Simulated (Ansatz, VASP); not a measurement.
**MgS: VASP beside Ansatz**

```xyz
2
Lattice="0.0000 2.9181 2.8331 2.9181 0.0000 2.8331 2.9181 2.9181 0.0000" Properties=species:S:1:pos:R:3 pbc="T T T"
Mg    0.0000    0.0000    0.0000
S     4.3772    4.3772    4.2497
```

Change from the starting cell: strain +0.030 along x and y, +0.000 along z, atoms carried along.

Alike in both runs: task single point; functional LDA; k mesh 8 × 8 × 8; occupations gaussian, width 0.05 eV; no spin polarisation.

|  | VASP | Ansatz |
| --- | --- | --- |
| version | VASP 6.6.1 | Ansatz 0.2.0 |
| potentials or method | VASP PAW LDA potentials, release 64 (Mg, S), cutoff 520 eV | scalar-relativistic, plane waves, PAW |
| valence electrons in the cell | 8 | 16 |

Ansatz gave:

- gap on the k mesh at the Fermi level (eV): 2.84
- least direct gap on the mesh (eV): 2.84
- pressure (GPa): -4.9
- traceless stress, the component that is largest in VASP (GPa): 0.47

**Question.** Estimate VASP's values.

**Answer.** gap on the k mesh at the Fermi level (eV): 2.85; least direct gap on the mesh (eV): 2.85; pressure (GPa): -5.3; traceless stress, the component that is largest in VASP (GPa): 0.46.

LDA's correlation is that of Perdew and Zunger in VASP and of Perdew and Wang (1992) in Ansatz. VASP's potentials hold 8 valence electrons a cell and Ansatz's 16, so a difference there can come from the potentials and not from the codes.
